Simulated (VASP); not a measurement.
# LiZn3F2 (R-3m) in VASP: single point with PBE

Aim: the single point of LiZn3F2 with PBE.

Everything below comes from runs of VASP 6.6.1. Logs are shortened: lines on timing, memory, paths and dates and some standing lists are left out, and cuts for length are marked.

**1. The cell of the first run**

The structure is trigonal, space group R-3m (No. 166). Conventional cell: a = 7.755 Å, b = 7.755 Å, c = 6.448 Å, α = 90.00°, β = 90.00°, γ = 120.00°. Within 2.3 Å of Li (site symmetry -3m) lie 2 F at 1.70 Å. Within 3.2 Å of Zn (site symmetry 2/m) lie 2 F at 2.28 Å and 2 Li at 3.10 Å and 4 Zn at 3.10 Å. F (site symmetry 3m) has 1 Li at 1.70 Å and 3 Zn at 2.28 Å within 2.3 Å.

**2. Single point, PBE, collinear spin**

INCAR reads:

```
SYSTEM = LiZn3F2
ALGO = Normal
EDIFF = 1E-7
ENCUT = 520
GGA = PE
ISIF = 2
ISMEAR = 0
ISPIN = 2
LASPH = .True.
LCHARG = .False.
LORBIT = 11
LREAL = .False.
LWAVE = .False.
MAGMOM = 0 0 0 0 1 1
NBANDS = 40
NELM = 150
PREC = Accurate
SIGMA = 0.1
```

KPOINTS reads:

```
k-points
0
Gamma
  6 6 6
  0 0 0
```

POSCAR reads:

```
LiZn3F2
1.0
    3.8773147992      2.2385687430      2.1493286970
   -3.8773147992      2.2385687430      2.1493286970
    0.0000000000     -4.4771374861      2.1493286970
Li Zn F
1 3 2
Direct
    0.0000000000      0.0000000000      0.0000000000
    0.5000000000      0.5000000000      0.0000000000
    0.5000000000      0.0000000000      0.5000000000
    0.0000000000      0.5000000000      0.5000000000
    0.7366908388      0.7366908388      0.7366908388
    0.2633091612      0.2633091612      0.2633091612
```

Potentials or basis: VASP PAW PBE potentials, release 64 (Li_sv, Zn, F).

Started as:

```console
$ cat potpaw_PBE.64/Li_sv/POTCAR potpaw_PBE.64/Zn/POTCAR potpaw_PBE.64/F/POTCAR > POTCAR
$ mpirun -np 1 vasp_std > vasp.out
```

OUTCAR:

```text
SYSTEM = LiZn3F2
   EDIFF = 1E-7
   ENCUT = 520
   GGA = PE
   ISIF = 2
   ISMEAR = 0
   ISPIN = 2
   LASPH = .True.
   LORBIT = 11
   LREAL = .False.
   NELM = 150
   PREC = Accurate

 ion  position               nearest neighbor table
   1  0.000  0.000  0.000-   5 1.70   6 1.70
   2  0.500  0.500  0.000-   5 2.28   6 2.28
   3  0.500  0.000  0.500-   5 2.28   6 2.28
   4  0.000  0.500  0.500-   5 2.28   6 2.28
   5  0.737  0.737  0.737-   1 1.70   2 2.28   3 2.28   4 2.28
   6  0.263  0.263  0.263-   1 1.70   2 2.28   3 2.28   4 2.28

  LATTYP: Found a trigonal (rhomboedric) cell.
 ALAT       =     4.9663239843
 COS(alpha) =    -0.2190514223

  Lattice vectors:

 A1 = (   3.8773147992,   2.2385687430,   2.1493286970)
 A2 = (  -3.8773147992,   2.2385687430,   2.1493286970)
 A3 = (   0.0000000000,  -4.4771374861,   2.1493286970)

Analysis of symmetry for initial positions (statically):
=====================================================================
 Subroutine PRICEL returns:
 Original cell was already a primitive cell.

 Routine SETGRP: Setting up the symmetry group for a
 trigonal (rhombohedral) supercell.

 Subroutine GETGRP returns: Found 12 space group operations
 (whereof 12 operations were pure point group operations)
 out of a pool of 12 trial point group operations.

The static configuration has the point symmetry D_3d.

Analysis of symmetry for dynamics (positions and initial velocities):
=====================================================================
 Subroutine PRICEL returns:
 Original cell was already a primitive cell.

 Routine SETGRP: Setting up the symmetry group for a
 trigonal (rhombohedral) supercell.

 Subroutine GETGRP returns: Found 12 space group operations
 (whereof 12 operations were pure point group operations)
 out of a pool of 12 trial point group operations.

The dynamic configuration has the point symmetry D_3d.

Analysis of structural, dynamic, and magnetic symmetry:
=====================================================================
 Subroutine PRICEL returns:
 Original cell was already a primitive cell.

 Routine SETGRP: Setting up the symmetry group for a
 trigonal (rhombohedral) supercell.

 Subroutine GETGRP returns: Found 12 space group operations
 (whereof 12 operations were pure point group operations)
 out of a pool of 12 trial point group operations.

The overall configuration has the point symmetry D_3d.

 Subroutine INISYM returns: Found 12 space group operations
 (whereof 12 operations are pure point group operations),
 and found     1 'primitive' translations

[... 144 lines left out ...]

 Free energy of the ion-electron system (eV)
  ---------------------------------------------------
  ext. energy  EPLUGINS =         0.00000000
  ---------------------------------------------------
  free energy    TOTEN  =       -14.35452029 eV

  energy without entropy =      -14.34168056  energy(sigma->0) =      -14.34810042

 E-fermi :   0.3989     XC(G=0):  -8.7426

 val. band max:        0.3792639325   @ k =   0.5000   0.3333   0.3333
 cond. band min:       0.4076885491   @ k =   0.5000   0.5000   0.3333
 fundamental gap:      0.0284246165
 Fermi energy:         0.3989156134

 spin component 1

 k-point     1 :       0.0000    0.0000    0.0000
  band No.  band energies     occupation
      1     -45.0765      1.00000
      2     -23.1895      1.00000
      3     -23.1874      1.00000
      4      -6.6596      1.00000
      5      -6.6596      1.00000
      6      -6.4891      1.00000
[... 973 lines left out ...]
     37      10.3356      0.00000
     38      10.7707      0.00000

 [... further k-points ...]

 spin component 2

 k-point     1 :       0.0000    0.0000    0.0000
  band No.  band energies     occupation
      1     -45.0765      1.00000
      2     -23.1895      1.00000
      3     -23.1874      1.00000
      4      -6.6596      1.00000
      5      -6.6596      1.00000
      6      -6.4891      1.00000
[... 973 lines left out ...]
     37      10.3356      0.00000
     38      10.7707      0.00000

 [... further k-points ...]

 [bands above 38 left out]

------------------------ aborting loop because EDIFF is reached ----------------------------------------

  FORCE on cell =-STRESS in cart. coord.  units (eV):
  Direction    XX          YY          ZZ          XY          YZ          ZX
  --------------------------------------------------------------------------------------
  -------------------------------------------------------------------------------------
  Total       -0.0163588     -0.0163588      0.3471827      0.0000000     -0.0000000      0.0000000
  in kB       -0.2341572     -0.2341572      4.9695037      0.0000000     -0.0000000      0.0000000
  external PRESSURE =       1.5003964 kB  Pullay stress =       0.0000000 kB

 VOLUME and BASIS-vectors are now :
 -----------------------------------------------------------------------------
  energy-cutoff  :      520.00
  volume of cell :      111.93
      direct lattice vectors                 reciprocal lattice vectors
     3.877314799  2.238568743  2.149328697     0.128955224  0.074452334  0.155087183
    -3.877314799  2.238568743  2.149328697    -0.128955224  0.074452334  0.155087183
     0.000000000 -4.477137486  2.149328697     0.000000000 -0.148904667  0.155087183

 POSITION                                       TOTAL-FORCE (eV/Angst)
 -----------------------------------------------------------------------------------
      0.00000      0.00000      0.00000        -0.000000     -0.000000      0.000000
      0.00000      2.23857      2.14933         0.000000     -0.000000      0.000000
      1.93866     -1.11928      2.14933        -0.000000     -0.000000     -0.000000
     -1.93866     -1.11928      2.14933        -0.000000     -0.000000      0.000000
      0.00000     -0.00000      4.75017        -0.000000      0.000000     -0.029319
      0.00000     -0.00000      1.69781        -0.000000     -0.000000      0.029319
 -----------------------------------------------------------------------------------
    total drift:                                0.000000      0.000000     -0.000000

  FREE ENERGIE OF THE ION-ELECTRON SYSTEM (eV)
  ---------------------------------------------------
  free  energy   TOTEN  =       -14.3545202900 eV

  energy  without entropy=      -14.3416805550  energy(sigma->0) =      -14.34810042

 total charge

# of ion       s       p       d       tot
------------------------------------------
    1        2.033   0.066   0.000   2.099
    2        0.639   0.154   9.764  10.557
    3        0.639   0.154   9.764  10.557
    4        0.639   0.154   9.764  10.557
    5        1.750   4.339   0.000   6.089
    6        1.750   4.339   0.000   6.089
--------------------------------------------------
tot          7.451   9.206  29.292  45.949

 magnetization (x)

# of ion       s       p       d       tot
------------------------------------------
    1        0.000  -0.000   0.000  -0.000
    2        0.000   0.000  -0.000   0.000
    3        0.000   0.000  -0.000   0.000
    4        0.000   0.000  -0.000   0.000
    5        0.000   0.000   0.000   0.000
    6        0.000   0.000   0.000   0.000
--------------------------------------------------
tot          0.000   0.000  -0.000   0.000
```

stdout:

```text
POSCAR found type information on POSCAR LiZnF
 POSCAR found :  3 types and       6 ions
 scaLAPACK will be used
 LDA part: xc-table for (Slater+PW92), standard interpolation
 POSCAR, INCAR and KPOINTS ok, starting setup
 FFT: planning ... GRIDC
 FFT: planning ... GRID_SOFT
 FFT: planning ... GRID
 WAVECAR not read
 entering main loop
```

It took 4.1 min on 1 thread of Intel Xeon Platinum 8259CL at 2.50GHz (Skylake/Cascade Lake), shared host; peak memory 0.41 GiB.

Results:

- Free energy: -14.3545 eV
- Largest force: 0.029 eV/Å
- Net moment: 0.00 μB per cell
- Valence electrons inside the program's atomic spheres: Li 2.10; Zn 10.56; F 6.09

Forces on the atoms (eV/Å):
```
Li   0.000  0.000  0.000
Zn   0.000  0.000  0.000
Zn   0.000  0.000  0.000
Zn   0.000  0.000  0.000
F    0.000  0.000 -0.029
F    0.000  0.000  0.029
```

Caveat: the cutoff is under 1.25 times the usual one of these potentials, so pressure, stress and relaxed cells hold a basis-set (Pulay) error.
